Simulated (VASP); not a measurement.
# WS2 in VASP: notebook

Runs on WS2. Level: PBE. Tasks: single point.

All numbers are computed with VASP 6.6.1; they aren't measurements. Logs are shortened: lines on timing, memory, paths and dates and some standing lists are left out, and cuts for length are marked.

**1. The cell of the first run**

The structure is hexagonal, space group P6_3/mmc (No. 194). The conventional cell has a = 3.055 Å, b = 3.055 Å, c = 11.190 Å, α = 90.00°, β = 90.00°, γ = 120.00°. W (site symmetry -6m2) has 6 S at 2.37 Å and 6 W at 3.06 Å within 3.1 Å. S (site symmetry 3m) has 3 W at 2.37 Å and 10 S at 3.00 to 3.17 Å within 3.2 Å.

**2. Single point, PBE**

INCAR reads:

```
ALGO = Normal
EDIFF = 1E-7
ENCUT = 520
GGA = PE
ISIF = 2
ISMEAR = -1
LASPH = T
LCHARG = F
LREAL = F
LWAVE = F
NBANDS = 64
NELM = 60
PREC = Accurate
SIGMA = 0.05
```

KPOINTS reads:

```
k-points
0
Gamma
  7 7 1
```

POSCAR reads:

```
WS2
1.0
    3.0550381965      0.0000000000      0.0000000000
   -1.5275190982      2.6457406877      0.0000000000
    0.0000000000      0.0000000000     22.3804943961
W S
4 8
Direct
    0.3333333333      0.6666666667      0.6249986661
    0.3333333333      0.6666666667      0.1250006478
    0.6666666667      0.3333333333      0.8749993522
    0.6666666667      0.3333333333      0.3750013339
    0.3333333333      0.6666666667      0.9457811418
    0.3333333333      0.6666666667      0.4457831618
    0.6666666667      0.3333333333      0.6957805046
    0.6666666667      0.3333333333      0.1957824064
    0.3333333333      0.6666666667      0.8042175936
    0.3333333333      0.6666666667      0.3042194954
    0.6666666667      0.3333333333      0.5542168382
    0.6666666667      0.3333333333      0.0542188582
```

Potentials or basis: VASP PAW PBE potentials, release 64 (W_sv, S).

Run with:

```console
$ cat potpaw_PBE.64/W_sv/POTCAR potpaw_PBE.64/S/POTCAR > POTCAR
$ mpirun -np 1 vasp_std > vasp.out
```

OUTCAR:

```text
EDIFF = 1E-7
   ENCUT = 520
   GGA = PE
   ISIF = 2
   ISMEAR = -1
   LASPH = T
   LREAL = F
   NELM = 60
   PREC = Accurate

 ion  position               nearest neighbor table
   1  0.333  0.667  0.625-  11 2.37  11 2.37  11 2.37   7 2.37   7 2.37   7 2.37
   2  0.333  0.667  0.125-   8 2.37   8 2.37   8 2.37  12 2.37  12 2.37  12 2.37
   3  0.667  0.333  0.875-   9 2.37   9 2.37   9 2.37   5 2.37   5 2.37   5 2.37
   4  0.667  0.333  0.375-   6 2.37   6 2.37   6 2.37  10 2.37  10 2.37  10 2.37
   5  0.333  0.667  0.946-   3 2.37   3 2.37   3 2.37
   6  0.333  0.667  0.446-   4 2.37   4 2.37   4 2.37
   7  0.667  0.333  0.696-   1 2.37   1 2.37   1 2.37
   8  0.667  0.333  0.196-   2 2.37   2 2.37   2 2.37
   9  0.333  0.667  0.804-   3 2.37   3 2.37   3 2.37
  10  0.333  0.667  0.304-   4 2.37   4 2.37   4 2.37
  11  0.667  0.333  0.554-   1 2.37   1 2.37   1 2.37
  12  0.667  0.333  0.054-   2 2.37   2 2.37   2 2.37

  LATTYP: Found a hexagonal cell.
 ALAT       =     3.0550381965
 C/A-ratio  =     7.3257658191

  Lattice vectors:

 A1 = (   3.0550381965,   0.0000000000,   0.0000000000)
 A2 = (  -1.5275190982,   2.6457406877,   0.0000000000)
 A3 = (   0.0000000000,   0.0000000000,  22.3804943961)

Analysis of symmetry for initial positions (statically):
=====================================================================
 Subroutine PRICEL returns following result:

  LATTYP: Found a hexagonal cell.
 ALAT       =     3.0550381965
 C/A-ratio  =     3.6628683921

  Lattice vectors:

 A1 = (   3.0550381965,   0.0000000000,   0.0000000000)
 A2 = (  -1.5275190982,   2.6457406877,   0.0000000000)
 A3 = (   0.0000000000,   0.0000000000,  11.1902028466)

   2 primitive cells build up your supercell.

 Routine SETGRP: Setting up the symmetry group for a
 hexagonal supercell.

 Subroutine GETGRP returns: Found 24 space group operations
 (whereof 12 operations were pure point group operations)
 out of a pool of 24 trial point group operations.

The static configuration has the point symmetry D_3d.
 The point group associated with its full space group is D_6h.

Analysis of symmetry for dynamics (positions and initial velocities):
=====================================================================
 Subroutine PRICEL returns following result:

  LATTYP: Found a hexagonal cell.
 ALAT       =     3.0550381965
 C/A-ratio  =     3.6628683921

  Lattice vectors:

 A1 = (   3.0550381965,   0.0000000000,   0.0000000000)
 A2 = (  -1.5275190982,   2.6457406877,   0.0000000000)
 A3 = (   0.0000000000,   0.0000000000,  11.1902028466)

   2 primitive cells build up your supercell.

 Routine SETGRP: Setting up the symmetry group for a
 hexagonal supercell.

 Subroutine GETGRP returns: Found 24 space group operations
 (whereof 12 operations were pure point group operations)
 out of a pool of 24 trial point group operations.

The dynamic configuration has the point symmetry D_3d.
 The point group associated with its full space group is D_6h.

 Subroutine INISYM returns: Found 24 space group operations
 (whereof 12 operations are pure point group operations),
 and found     2 'primitive' translations

----------------------------------------------------------------------------------------

                                     Primitive cell

  volume of cell :      90.4486

  direct lattice vectors                    reciprocal lattice vectors
     3.055038196  0.000000000  0.000000000     0.327328150  0.188982995  0.000000000
    -1.527519098  2.645740688  0.000000000     0.000000000  0.377965991  0.000000000
     0.000000000  0.000000000 11.190202847     0.000000000  0.000000000  0.089363885

  length of vectors
     3.055038196  3.055038196 11.190202847     0.377965991  0.377965991  0.089363885

  position of ions in fractional coordinates (direct lattice)
     0.333333333  0.666666667  0.250002286
     0.666666667  0.333333333  0.750005640
     0.333333333  0.666666667  0.891569857
     0.666666667  0.333333333  0.391566525
     0.333333333  0.666666667  0.608441562
     0.666666667  0.333333333  0.108438070

  ion indices of the primitive-cell ions
   primitive index   ion index
                 1           1
                 2           4
                 3           6
                 4           7
                 5           9
                 6          11

----------------------------------------------------------------------------------------

 KPOINTS: k-points

Automatic generation of k-mesh.
 Grid dimensions read from file:
 generate k-points for:    7    7    1

 Generating k-lattice:

  Cartesian coordinates                     Fractional coordinates (reciprocal lattice)
     0.046761164  0.026997571  0.000000000     0.142857143  0.000000000  0.000000000
     0.000000000  0.053995142  0.000000000     0.000000000  0.142857143  0.000000000
     0.000000000  0.000000000  0.044681765     0.000000000  0.000000000  1.000000000

  Length of vectors
     0.053995142  0.053995142  0.044681765

  Shift w.r.t. Gamma in fractional coordinates (k-lattice)
     0.000000000  0.000000000  0.000000000

 Subroutine IBZKPT returns following result:
 ===========================================

 Found      8 irreducible k-points:

 Following reciprocal coordinates:
            Coordinates               Weight
  0.000000  0.000000  0.000000      1.000000
  0.142857  0.000000  0.000000      6.000000
  0.285714 -0.000000  0.000000      6.000000
  0.428571  0.000000  0.000000      6.000000
  0.142857  0.142857  0.000000      6.000000
  0.285714  0.142857  0.000000     12.000000
  0.428571  0.142857  0.000000      6.000000
  0.285714  0.285714  0.000000      6.000000
   k-points           NKPTS =      8   k-points in BZ     NKDIM =      8   number of bands    NBANDS=     64
   number of dos      NEDOS =    301   number of ions     NIONS =     12
   total plane-waves  NPLWV =  96768
   dimension x,y,z NGX =    24 NGY =   24 NGZ =  168
   dimension x,y,z NGXF=    48 NGYF=   48 NGZF=  336
   ions per type =               4   8
   NGX,Y,Z   is equivalent  to a cutoff of  13.06, 13.06, 12.48 a.u.
   NGXF,Y,Z  is equivalent  to a cutoff of  26.12, 26.12, 24.96 a.u.
 SYSTEM =  unknown system
   PREC   = accura    normal or accurate (medium, high low for compatibility)
   ISTART =      0    job   : 0-new  1-cont  2-samecut
   ICHARG =      2    charge: 1-file 2-atom 10-const
   ISPIN  =      1    spin polarized calculation?
   LNONCOLLINEAR =      F non collinear calculations
   LSORBIT =      F    spin-orbit coupling
   LASPH  =      T    aspherical Exc in radial PAW
   ENCUT  =  520.0 eV  38.22 Ry    6.18 a.u.   5.68  5.68 41.61*2*pi/ulx,y,z
   NELM   =     60;   NELMIN=  2; NELMDL= -5     # of ELM steps
   EDIFF  = 0.1E-06   stopping-criterion for ELM
   LREAL  =      F    real-space projection
   EDIFFG = 0.1E-05   stopping-criterion for IOM
   NSW    =      0    number of steps for IOM
   IBRION =     -1    ionic relax: 0-MD 1-quasi-New 2-CG
   NFREE  =      0    steps in history (QN), initial steepest desc. (CG)
   ISIF   =      2    stress and relaxation
   ISYM   =      2    0-nonsym 1-usesym 2-fastsym
   POTIM  = 0.5000    time-step for ionic-motion
   TEBEG  =    0.0;   TEEND  =   0.0 temperature during run
   PSTRESS=    0.0 pullay stress
   NELECT =     104.0000    total number of electrons
   NUPDOWN=      -1.0000    fix difference up-down
   EMIN   =  10.00;   EMAX   =-10.00  energy-range for DOS
   EFERMI =   0.00;   METHOD = LEGACY
   ISMEAR =    -1;   SIGMA  =   0.05  broadening in eV -4-tet -1-fermi 0-gaus
   EFERMI_NEDOS =   21; number of points for ismear=-14 and -15
   IALGO  =     38    algorithm
   IMIX   =      4    mixing-type and parameters
     AMIX     =   0.40;   BMIX     =  1.00
     AMIX_MAG =   1.60;   BMIX_MAG =  1.00
  volume/ion in A,a.u.               =      15.07       101.73
  Fermi-wavevector in a.u.,A,eV,Ry     =   1.361261  2.572410 25.212025  1.853032
  Thomas-Fermi vector in A             =   2.487852
   LORBIT       =      0    0 simple, 1 ext, 2 COOP (PROOUT), +10 PAW based schemes
   GGA     = PE    functional components
   LHFCALC =     F    Hartree Fock is set to
   AEXX    =    0.0000 exact exchange contribution
   IVDW    =     0    specifies the selected vdW correction
   LEPSILON=     F    determine dielectric tensor
   LRPA    =     F    only Hartree local field effects (RPA)
 non-spin polarized calculation
  energy-cutoff  :      520.00
  volume of cell :      180.90
 maximum number of plane-waves:      4907
 NGX is ok and might be reduce to    24
   NGX = 11   NGY = 11   NGZ = 83

 number of electron     103.9999999 magnetization

 Free energy of the ion-electron system (eV)
  ---------------------------------------------------
  ext. energy  EPLUGINS =         0.00000000
  ---------------------------------------------------
  free energy    TOTEN  =       -92.47738056 eV

  energy without entropy =      -92.47687007  energy(sigma->0) =      -92.47712532

 E-fermi :  10.2164     XC(G=0): -11.9810

 val. band max:       10.0250831641   @ k =   0.0000   0.0000   0.0000
 cond. band min:      10.4978311547   @ k =   0.1429   0.1429   0.0000
 fundamental gap:      0.4727479907
 Fermi energy:        10.2163952816

 k-point     1 :       0.0000    0.0000    0.0000
  band No.  band energies     occupation
      1     -64.7805      2.00000
      2     -64.7797      2.00000
      3     -64.7692      2.00000
      4     -64.7684      2.00000
      5     -29.1329      2.00000
      6     -29.1323      2.00000
[... 56 lines left out ...]
     63      12.3601      0.00000
     64      12.3606      0.00000

 k-point     2 :       0.1429    0.0000    0.0000
  band No.  band energies     occupation
      1     -64.7748      2.00000
      2     -64.7740      2.00000
      3     -64.7635      2.00000
      4     -64.7626      2.00000
      5     -29.1145      2.00000
      6     -29.1139      2.00000
[... 458 lines left out ...]
     63      13.2417      0.00000
     64      13.4923      0.00000

------------------------ aborting loop because EDIFF is reached ----------------------------------------

  FORCE on cell =-STRESS in cart. coord.  units (eV):
  Direction    XX          YY          ZZ          XY          YZ          ZX
  --------------------------------------------------------------------------------------
  -------------------------------------------------------------------------------------
  Total       22.5612143     22.5612143     22.5682062      0.0000000     -0.0000000     -0.0000000
  in kB      199.8202311    199.8202311    199.8821565      0.0000000     -0.0000000     -0.0000000
  external PRESSURE =     199.8408729 kB  Pullay stress =       0.0000000 kB

 VOLUME and BASIS-vectors are now :
 -----------------------------------------------------------------------------
  energy-cutoff  :      520.00
  volume of cell :      180.90
      direct lattice vectors                 reciprocal lattice vectors
     3.055038196  0.000000000  0.000000000     0.327328150  0.188982995  0.000000000
    -1.527519098  2.645740688  0.000000000     0.000000000  0.377965991  0.000000000
     0.000000000  0.000000000 22.380494396     0.000000000  0.000000000  0.044681765

 POSITION                                       TOTAL-FORCE (eV/Angst)
 -----------------------------------------------------------------------------------
     -0.00000      1.76383     13.98778         0.000000     -0.000000      0.000000
     -0.00000      1.76383      2.79758        -0.000000      0.000000      0.000000
      1.52752      0.88191     19.58292         0.000000     -0.000000     -0.000000
      1.52752      0.88191      8.39272        -0.000000     -0.000000      0.000000
     -0.00000      1.76383     21.16705        -0.000000      0.000000     -0.000271
     -0.00000      1.76383      9.97685        -0.000000     -0.000000     -0.000271
      1.52752      0.88191     15.57191        -0.000000     -0.000000     -0.000271
      1.52752      0.88191      4.38171         0.000000      0.000000     -0.000271
     -0.00000      1.76383     17.99879        -0.000000      0.000000      0.000271
     -0.00000      1.76383      6.80858        -0.000000     -0.000000      0.000271
      1.52752      0.88191     12.40365         0.000000      0.000000      0.000271
      1.52752      0.88191      1.21344         0.000000      0.000000      0.000271
 -----------------------------------------------------------------------------------
    total drift:                                0.000000     -0.000000     -0.028557

  FREE ENERGIE OF THE ION-ELECTRON SYSTEM (eV)
  ---------------------------------------------------
  free  energy   TOTEN  =       -92.4773805605 eV

  energy  without entropy=      -92.4768700747  energy(sigma->0) =      -92.47712532
```

It took 2.3 min on 1 thread of Intel Xeon Platinum 8259CL at 2.50GHz (Skylake/Cascade Lake), shared host; peak memory 0.33 GiB.

Results:

```yaml
Free_energy: -92.4774 eV
Pressure: 20.0 GPa
Band_gap_on_the_k_mesh: 0.47 eV
```

Levels at points of the mesh, in eV from the valence-band top:
```
           k point  band 49  band 50  band 51  band 52  band 53  band 54  band 55  band 56
(0.00, 0.00, 0.00)    -0.92    -0.25    -0.25     0.00     1.89     1.89     2.03     2.03
```

Caveat: the cell stands under pressure; spin-orbit coupling is left out, which moves the levels of the heavy elements; an odd mesh through Γ misses points on the zone boundary, where band edges can lie.

**3. Single point, PBE**

This run uses another cell than the first one, of 16.26 Å³/atom.

INCAR reads:

```
PREC = Accurate
ENCUT = 520
EDIFF = 1E-6
ISMEAR = -1
SIGMA = 0.05
LREAL = F
LASPH = T
NELM = 60
ALGO = Normal
ISIF = 2
LWAVE = F
LCHARG = F
GGA = PE
NBANDS = 64
```

KPOINTS reads:

```
regular mesh
0
Gamma
  7 7 1
```

POSCAR reads:

```
WS2
1.0
    3.1132136146      0.0000000000      0.0000000000
   -1.5566068073      2.6961220777      0.0000000000
    0.0000000000      0.0000000000     23.2474499366
W S
4 8
Direct
    0.3333333333      0.6666666667      0.6249891201
    0.3333333333      0.6666666667      0.1250123020
    0.6666666667      0.3333333333      0.8749876980
    0.6666666667      0.3333333333      0.3750108799
    0.3333333333      0.6666666667      0.9428926190
    0.3333333333      0.6666666667      0.4429150710
    0.6666666667      0.3333333333      0.6928933678
    0.6666666667      0.3333333333      0.1929171330
    0.3333333333      0.6666666667      0.8070828670
    0.3333333333      0.6666666667      0.3071066322
    0.6666666667      0.3333333333      0.5570849290
    0.6666666667      0.3333333333      0.0571073810
```

Potentials or basis: VASP PAW PBE potentials, release 64 (W_sv, S).

Run with:

```console
$ cat potpaw_PBE.64/W_sv/POTCAR potpaw_PBE.64/S/POTCAR > POTCAR
$ mpirun -np 1 vasp_std > vasp.out
```

Wall time 2.4 min (1 thread of Intel Xeon Platinum 8375C at 2.90GHz (Ice Lake), shared host); peak memory 0.33 GiB.

It converged, with:

```
Free energy            : -93.7780 eV
Pressure               : 10.0 GPa
Band gap on the k mesh : 0.77 eV
```

Forces on the atoms (eV/Å):
```
W    0.000  0.000  0.000
W    0.000  0.000  0.000
W    0.000  0.000  0.000
W    0.000  0.000  0.000
S    0.000  0.000  0.002
S    0.000  0.000  0.002
S    0.000  0.000  0.002
S    0.000  0.000  0.002
S    0.000  0.000 -0.002
S    0.000  0.000 -0.002
S    0.000  0.000 -0.002
S    0.000  0.000 -0.002
```

Levels at points of the mesh, in eV from the valence-band top:
| k point | band 49 | band 50 | band 51 | band 52 | band 53 | band 54 | band 55 | band 56 |
| --- | --- | --- | --- | --- | --- | --- | --- | --- |
| (0.00, 0.00, 0.00) | -1.18 | -0.29 | -0.29 | 0.00 | 2.10 | 2.10 | 2.15 | 2.15 |

Caveat: the cell stands under pressure; spin-orbit coupling is left out, which moves the levels of the heavy elements; an odd mesh through Γ misses points on the zone boundary, where band edges can lie.
